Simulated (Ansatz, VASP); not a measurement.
Two plane-wave programs on TiN

File INCAR:

```
PREC = Accurate
ENCUT = 600
EDIFF = 1E-7
ISMEAR = -1
SIGMA = 0.1
LREAL = False
LASPH = True
NELM = 80
ALGO = Normal
ISIF = 3
LWAVE = False
LCHARG = False
GGA = PS
IBRION = 2
NSW = 100
EDIFFG = -0.002
```

Contents of KPOINTS:

```
regular mesh
0
Gamma
  18 18 18
```

The input POSCAR:

```
TiN
1.0
    0.0000000000      2.1190000000      2.1190000000
    2.1190000000      0.0000000000      2.1190000000
    2.1190000000      2.1190000000      0.0000000000
Ti N
1 1
Direct
    0.0000000000      0.0000000000      0.0000000000
    0.5000000000      0.5000000000      0.5000000000
```

Input for Ansatz:

```yaml
crystal:
  lattice:
    - [0.0, 2.119, 2.119]
    - [2.119, 0.0, 2.119]
    - [2.119, 2.119, 0.0]
  atoms:
    - { symbol: Ti, position: [0.0, 0.0, 0.0] }
    - { symbol: "N", position: [0.5, 0.5, 0.5] }
kpoints:
  mp_grid: { grid: [18, 18, 18] }
scf:
  occupations: { method: fermi_dirac, width: 0.1 }
hamiltonian:
  xc: pbesol
  pseudopotentials: { kind: paw }
relax:
  f_tol: 0.002
  max_steps: 80
  cell: {}
output:
  forces: true
  stress: true
```

Alike in both runs: task relaxation of cell and atoms; functional PBEsol; k mesh 18 × 18 × 18; occupations fermi-dirac, width 0.1 eV; no spin polarisation.

|  | VASP | Ansatz |
| --- | --- | --- |
| version | VASP 6.6.1 | Ansatz 0.2.0 |
| potentials or method | VASP PAW PBE potentials, release 64 (Ti_sv, N) | PAW with Ansatz's default frozen-core files, scalar-relativistic |
| plane-wave cutoff (eV) | 600 | 420 |
| valence electrons in the cell | 17 | 17 |

Ansatz gave:

- relaxed volume (Å³/atom): 9.29
- relaxed length of the cell vector where the two differ most in proportion (Å): 2.973

Task: What did VASP give for the same quantities?

Result: Relaxed volume (Å³/atom): 9.30; relaxed length of the cell vector where the two differ most in proportion (Å): 2.974.

VASP's potentials were made for PBE, not for PBEsol.
